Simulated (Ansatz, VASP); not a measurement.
## Two plane-wave programs on Zn3Se

File INCAR:

```
ALGO = Normal
EDIFF = 1E-6
ENCUT = 520
GGA = PE
ISIF = 2
ISMEAR = 0
LASPH = True
LCHARG = False
LREAL = False
LWAVE = False
NBANDS = 29
NELM = 80
PREC = Accurate
SIGMA = 0.1
```

KPOINTS

```
k-points
0
Gamma
  4 4 4
```

The input POSCAR:

```
Zn3Se
1.0
    4.0944435100      0.0000000000      0.0000000000
    0.0000000000      4.0944435100      0.0000000000
    0.0000000000      0.0000000000      4.0523582300
Zn Se
3 1
Direct
    0.0000000000      0.5000000000      0.5000000000
    0.5000000000      0.0000000000      0.5000000000
    0.5000000000      0.5000000000      0.0000000000
    0.0000000000      0.0000000000      0.0000000000
```

Input for Ansatz:

```yaml
crystal:
  lattice:
    - [4.09444351, 0.0, 0.0]
    - [0.0, 4.09444351, 0.0]
    - [0.0, 0.0, 4.05235823]
  atoms:
    - { symbol: Zn, position: [0.0, 0.5, 0.5] }
    - { symbol: Zn, position: [0.5, 0.0, 0.5] }
    - { symbol: Zn, position: [0.5, 0.5, 0.0] }
    - { symbol: Se, position: [0.0, 0.0, 0.0] }
basis:
  ecutwfc: 420
kpoints:
  mp_grid: { grid: [4, 4, 4] }
hamiltonian:
  xc: pbe
scf:
  occupations: { method: gaussian, width: 0.1 }
  lower_state_search: "off"
output:
  forces: true
  stress: true
  eigenvalues: true
```

Change from the starting cell: species swapped into the Cu3Pd type (P4/mmm, No. 123).

Alike in both runs: task single point; functional PBE; k mesh 4 × 4 × 4; occupations gaussian, width 0.1 eV; no spin polarisation.

|  | VASP | Ansatz |
| --- | --- | --- |
| version | VASP 6.6.1 | Ansatz 0.2.0 |
| potentials or method | VASP PAW PBE potentials, release 64 (Zn, Se), cutoff 520 eV | scalar-relativistic, plane waves, PAW |
| valence electrons in the cell | 42 | 52 |

|  | VASP | Ansatz | Ansatz less VASP |
| --- | --- | --- | --- |
| gap on the k mesh at the Fermi level (eV) | none | none | - |
| pressure (GPa) | 2.8 | 2.6 | -0.17 |
| traceless stress, the component that is largest in VASP (GPa) | 0.41 | 0.41 | +0.001 |

A gap of «none» marks a metal or a gap that the smearing closes. VASP's potentials hold 42 valence electrons a cell and Ansatz's 52, so a difference there can come from the potentials and not from the codes.

The k mesh is coarse, so the values compare programs but aren't converged.
